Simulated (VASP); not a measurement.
# Pb (Pm-3n) in VASP: single point with RPBE

Aim: the single point of Pb with RPBE.

Everything below comes from runs of VASP 6.6.1. Logs are shortened: lines on timing, memory, paths and dates and some standing lists are left out, and cuts for length are marked.

### 1 The cell of the first run

The structure is cubic, space group Pm-3n (No. 223). Conventional cell: a = 6.497 Å, b = 6.497 Å, c = 6.497 Å, α = 90.00°, β = 90.00°, γ = 90.00°. Pb (site symmetry m-3) has 12 Pb at 3.63 Å within 4.8 Å. Pb (site symmetry -4m2) has 14 Pb at 3.25 to 3.98 Å within 4.3 Å.

### 2 Single point, RPBE

INCAR

```
SYSTEM = Pb
ALGO = Normal
EDIFF = 1E-7
ENCUT = 520
GGA = RP
ISIF = 2
ISMEAR = -1
LASPH = .True.
LCHARG = .True.
LELF = .True.
LREAL = .False.
LVHAR = .True.
LWAVE = .False.
NBANDS = 66
NELM = 60
PREC = Accurate
SIGMA = 0.1
```

KPOINTS

```
k-points
0
Gamma
  5 5 5
  0 0 0
```

POSCAR

```
Pb
1.0
    6.4965752688      0.0000000000      0.0000000000
    0.0000000000      6.4965752688      0.0000000000
    0.0000000000      0.0000000000      6.4965752688
Pb
8
Direct
    0.0000000000      1.0000000000      1.0000000000
    0.5000000000      0.5000000000      0.5000000000
    0.2500000000      0.0000000000      0.5000000000
    0.7500000000      0.0000000000      0.5000000000
    0.5000000000      0.2500000000      1.0000000000
    0.5000000000      0.7500000000      1.0000000000
    1.0000000000      0.5000000000      0.2500000000
    1.0000000000      0.5000000000      0.7500000000
```

Potentials or basis: VASP PAW PBE potentials, release 64 (Pb_d).

Launch:

```bash
> cat potpaw_PBE.64/Pb_d/POTCAR > POTCAR
> mpirun -np 1 vasp_std > vasp.out
```

OUTCAR:

```text
SYSTEM = Pb
   EDIFF = 1E-7
   ENCUT = 520
   GGA = RP
   ISIF = 2
   ISMEAR = -1
   LASPH = .True.
   LREAL = .False.
   NELM = 60
   PREC = Accurate

 ion  position               nearest neighbor table
   1  0.000  0.000  0.000-   3 3.63   4 3.63   5 3.63   6 3.63   7 3.63   8 3.63   3 3.63   4 3.63
                             7 3.63   8 3.63   5 3.63   6 3.63
   2  0.500  0.500  0.500-   3 3.63   4 3.63   5 3.63   6 3.63   7 3.63   8 3.63   5 3.63   6 3.63
                             3 3.63   4 3.63   7 3.63   8 3.63
   3  0.250  0.000  0.500-   4 3.25   4 3.25   1 3.63   1 3.63   2 3.63   2 3.63   5 3.98   6 3.98
                             6 3.98   5 3.98   8 3.98   7 3.98   8 3.98   7 3.98
   4  0.750  0.000  0.500-   3 3.25   3 3.25   1 3.63   1 3.63   2 3.63   2 3.63   5 3.98   6 3.98
                             6 3.98   5 3.98   8 3.98   7 3.98   8 3.98   7 3.98
   5  0.500  0.250  0.000-   6 3.25   6 3.25   1 3.63   2 3.63   2 3.63   1 3.63   3 3.98   4 3.98
                             3 3.98   4 3.98   8 3.98   7 3.98   7 3.98   8 3.98
   6  0.500  0.750  0.000-   5 3.25   5 3.25   1 3.63   2 3.63   2 3.63   1 3.63   3 3.98   4 3.98
                             3 3.98   4 3.98   8 3.98   7 3.98   7 3.98   8 3.98
   7  0.000  0.500  0.250-   8 3.25   8 3.25   1 3.63   2 3.63   1 3.63   2 3.63   3 3.98   4 3.98
                             5 3.98   3 3.98   4 3.98   6 3.98   5 3.98   6 3.98
   8  0.000  0.500  0.750-   7 3.25   7 3.25   1 3.63   2 3.63   1 3.63   2 3.63   3 3.98   4 3.98
                             5 3.98   3 3.98   4 3.98   6 3.98   5 3.98   6 3.98

  LATTYP: Found a simple cubic cell.
 ALAT       =     6.4965752688

  Lattice vectors:

 A1 = (   6.4965752688,   0.0000000000,   0.0000000000)
 A2 = (   0.0000000000,   6.4965752688,   0.0000000000)
 A3 = (   0.0000000000,   0.0000000000,   6.4965752688)

Analysis of symmetry for initial positions (statically):
=====================================================================
 Subroutine PRICEL returns:
 Original cell was already a primitive cell.

 Routine SETGRP: Setting up the symmetry group for a
 simple cubic supercell.

 Subroutine GETGRP returns: Found 48 space group operations
 (whereof 24 operations were pure point group operations)
 out of a pool of 48 trial point group operations.

The static configuration has the point symmetry T_h .
 The point group associated with its full space group is O_h .

Analysis of symmetry for dynamics (positions and initial velocities):
=====================================================================
 Subroutine PRICEL returns:
 Original cell was already a primitive cell.

 Routine SETGRP: Setting up the symmetry group for a
 simple cubic supercell.

 Subroutine GETGRP returns: Found 48 space group operations
 (whereof 24 operations were pure point group operations)
 out of a pool of 48 trial point group operations.

The dynamic configuration has the point symmetry T_h .
 The point group associated with its full space group is O_h .

 Subroutine INISYM returns: Found 48 space group operations
 (whereof 24 operations are pure point group operations),
 and found     1 'primitive' translations

----------------------------------------------------------------------------------------

                                     Primitive cell

  volume of cell :     274.1911

  direct lattice vectors                    reciprocal lattice vectors
     6.496575269  0.000000000  0.000000000     0.153927255  0.000000000  0.000000000
     0.000000000  6.496575269  0.000000000     0.000000000  0.153927255  0.000000000
     0.000000000  0.000000000  6.496575269     0.000000000  0.000000000  0.153927255

  length of vectors
     6.496575269  6.496575269  6.496575269     0.153927255  0.153927255  0.153927255

  position of ions in fractional coordinates (direct lattice)
     0.000000000  0.000000000  0.000000000
     0.500000000  0.500000000  0.500000000
     0.250000000  0.000000000  0.500000000
     0.750000000  0.000000000  0.500000000
     0.500000000  0.250000000  0.000000000
     0.500000000  0.750000000  0.000000000
     0.000000000  0.500000000  0.250000000
     0.000000000  0.500000000  0.750000000

  ion indices of the primitive-cell ions
   primitive index   ion index
                 1           1
                 2           2
                 3           3
                 4           4
                 5           5
                 6           6
                 7           7
                 8           8

----------------------------------------------------------------------------------------

 KPOINTS: k-points

Automatic generation of k-mesh.
 Grid dimensions read from file:
 generate k-points for:    5    5    5

 Generating k-lattice:

  Cartesian coordinates                     Fractional coordinates (reciprocal lattice)
     0.030785451  0.000000000  0.000000000     0.200000000  0.000000000  0.000000000
     0.000000000  0.030785451  0.000000000     0.000000000  0.200000000  0.000000000
     0.000000000  0.000000000  0.030785451     0.000000000  0.000000000  0.200000000

  Length of vectors
     0.030785451  0.030785451  0.030785451

  Shift w.r.t. Gamma in fractional coordinates (k-lattice)
     0.000000000  0.000000000  0.000000000

 Subroutine IBZKPT returns following result:
 ===========================================

 Found     10 irreducible k-points:

 Following reciprocal coordinates:
            Coordinates               Weight
  0.000000  0.000000  0.000000      1.000000
  0.200000  0.000000  0.000000      6.000000
  0.400000  0.000000  0.000000      6.000000
  0.200000  0.200000  0.000000     12.000000
  0.400000  0.200000  0.000000     24.000000
  0.400000  0.400000  0.000000     12.000000
  0.200000  0.200000  0.200000      8.000000
  0.400000  0.200000  0.200000     24.000000
  0.400000  0.400000  0.200000     24.000000
  0.400000  0.400000  0.400000      8.000000
   k-points           NKPTS =     10   k-points in BZ     NKDIM =     10   number of bands    NBANDS=     66
   number of dos      NEDOS =    301   number of ions     NIONS =      8
   total plane-waves  NPLWV = 110592
   dimension x,y,z NGX =    48 NGY =   48 NGZ =   48
   dimension x,y,z NGXF=    96 NGYF=   96 NGZF=   96
   ions per type =               8
   NGX,Y,Z   is equivalent  to a cutoff of  12.28, 12.28, 12.28 a.u.
   NGXF,Y,Z  is equivalent  to a cutoff of  24.57, 24.57, 24.57 a.u.
 SYSTEM =  Pb
   PREC   = accura    normal or accurate (medium, high low for compatibility)
   ISTART =      0    job   : 0-new  1-cont  2-samecut
   ICHARG =      2    charge: 1-file 2-atom 10-const
   ISPIN  =      1    spin polarized calculation?
   LNONCOLLINEAR =      F non collinear calculations
   LSORBIT =      F    spin-orbit coupling
   LASPH  =      T    aspherical Exc in radial PAW
   ENCUT  =  520.0 eV  38.22 Ry    6.18 a.u.  12.08 12.08 12.08*2*pi/ulx,y,z
   NELM   =     60;   NELMIN=  2; NELMDL= -5     # of ELM steps
   EDIFF  = 0.1E-06   stopping-criterion for ELM
   LREAL  =      F    real-space projection
   EDIFFG = 0.1E-05   stopping-criterion for IOM
   NSW    =      0    number of steps for IOM
   IBRION =     -1    ionic relax: 0-MD 1-quasi-New 2-CG
   NFREE  =      0    steps in history (QN), initial steepest desc. (CG)
   ISIF   =      2    stress and relaxation
   ISYM   =      2    0-nonsym 1-usesym 2-fastsym
   POTIM  = 0.5000    time-step for ionic-motion
   TEBEG  =    0.0;   TEEND  =   0.0 temperature during run
   PSTRESS=    0.0 pullay stress
   NELECT =     112.0000    total number of electrons
   NUPDOWN=      -1.0000    fix difference up-down
   EMIN   =  10.00;   EMAX   =-10.00  energy-range for DOS
   EFERMI =   0.00;   METHOD = LEGACY
   ISMEAR =    -1;   SIGMA  =   0.10  broadening in eV -4-tet -1-fermi 0-gaus
   EFERMI_NEDOS =   21; number of points for ismear=-14 and -15
   IALGO  =     38    algorithm
   IMIX   =      4    mixing-type and parameters
     AMIX     =   0.40;   BMIX     =  1.00
     AMIX_MAG =   1.60;   BMIX_MAG =  1.00
  volume/ion in A,a.u.               =      34.27       231.29
  Fermi-wavevector in a.u.,A,eV,Ry     =   1.214683  2.295418 20.074788  1.475455
  Thomas-Fermi vector in A             =   2.350095
   LORBIT       =      0    0 simple, 1 ext, 2 COOP (PROOUT), +10 PAW based schemes
   GGA     = RP    functional components
   LHFCALC =     F    Hartree Fock is set to
   AEXX    =    0.0000 exact exchange contribution
   IVDW    =     0    specifies the selected vdW correction
   LEPSILON=     F    determine dielectric tensor
   LRPA    =     F    only Hartree local field effects (RPA)
 non-spin polarized calculation
  energy-cutoff  :      520.00
  volume of cell :      274.19
 maximum number of plane-waves:      7400
   NGX = 25   NGY = 25   NGZ = 25

 number of electron     112.0000047 magnetization

 Free energy of the ion-electron system (eV)
  ---------------------------------------------------
  ext. energy  EPLUGINS =         0.00000000
  ---------------------------------------------------
  free energy    TOTEN  =       -25.13171279 eV

  energy without entropy =      -24.97156067  energy(sigma->0) =      -25.05163673

 E-fermi :   6.1970     XC(G=0):  -9.4975

 val. band max:        6.0893349173   @ k =   0.2000   0.2000   0.0000
 cond. band min:       6.2305279543   @ k =   0.4000   0.4000   0.2000
 fundamental gap:      0.1411930371
 Fermi energy:         6.1969900018

 k-point     1 :       0.0000    0.0000    0.0000
  band No.  band energies     occupation
      1     -11.1850      2.00000
      2     -11.1774      2.00000
      3     -11.1774      2.00000
      4     -11.0370      2.00000
      5     -11.0370      2.00000
      6     -11.0370      2.00000
[... 58 lines left out ...]
     65       8.9404      0.00000
     66       8.9404      0.00000

 k-point     2 :       0.2000    0.0000    0.0000
  band No.  band energies     occupation
      1     -11.1819      2.00000
      2     -11.1775      2.00000
      3     -11.1349      2.00000
      4     -11.0442      2.00000
      5     -11.0287      2.00000
      6     -11.0287      2.00000
[... 610 lines left out ...]
     65       8.7127      0.00000
     66       8.7315      0.00000

------------------------ aborting loop because EDIFF is reached ----------------------------------------

  FORCE on cell =-STRESS in cart. coord.  units (eV):
  Direction    XX          YY          ZZ          XY          YZ          ZX
  --------------------------------------------------------------------------------------
  -------------------------------------------------------------------------------------
  Total       -0.5465845     -0.5465845     -0.5465845      0.0000000      0.0000000     -0.0000000
  in kB       -3.1938498     -3.1938498     -3.1938498      0.0000000      0.0000000     -0.0000000
  external PRESSURE =      -3.1938498 kB  Pullay stress =       0.0000000 kB

 VOLUME and BASIS-vectors are now :
 -----------------------------------------------------------------------------
  energy-cutoff  :      520.00
  volume of cell :      274.19
      direct lattice vectors                 reciprocal lattice vectors
     6.496575269  0.000000000  0.000000000     0.153927255  0.000000000  0.000000000
     0.000000000  6.496575269  0.000000000     0.000000000  0.153927255  0.000000000
     0.000000000  0.000000000  6.496575269     0.000000000  0.000000000  0.153927255

 POSITION                                       TOTAL-FORCE (eV/Angst)
 -----------------------------------------------------------------------------------
      0.00000      0.00000      0.00000        -0.000000     -0.000000     -0.000000
      3.24829      3.24829      3.24829        -0.000000     -0.000000     -0.000000
      1.62414      0.00000      3.24829         0.000000     -0.000000     -0.000000
      4.87243      0.00000      3.24829        -0.000000     -0.000000      0.000000
      3.24829      1.62414      0.00000         0.000000     -0.000000     -0.000000
      3.24829      4.87243      0.00000        -0.000000      0.000000      0.000000
      0.00000      3.24829      1.62414         0.000000      0.000000     -0.000000
      0.00000      3.24829      4.87243        -0.000000      0.000000     -0.000000
 -----------------------------------------------------------------------------------
    total drift:                                0.000000     -0.000000      0.000000

  FREE ENERGIE OF THE ION-ELECTRON SYSTEM (eV)
  ---------------------------------------------------
  free  energy   TOTEN  =       -25.1317127906 eV

  energy  without entropy=      -24.9715606682  energy(sigma->0) =      -25.05163673
```

Wall time 3.6 min (1 thread of AMD EPYC 7R13 (Zen 3), shared host); peak memory 0.35 GiB.

What came out:

```
Free energy            : -25.1317 eV
Pressure               : -0.3 GPa
Band gap on the k mesh : zero (bands 56 and 57 overlap by 1.19 eV)
```

Levels at points of the mesh, in eV from the Fermi level:
```csv
k point,band 53,band 54,band 55,band 56,band 57,band 58,band 59,band 60
"(0.00, 0.00, 0.00)",-2.53,-1.03,-1.03,-1.03,-0.60,0.04,0.04,0.04
```

Caveat: the PAW data sets were made with another functional, which shifts forces and pressure a little; spin-orbit coupling is left out, which moves the levels of the heavy elements.

The gap in the log of VASP goes by the Fermi energy; the results here count the filled bands.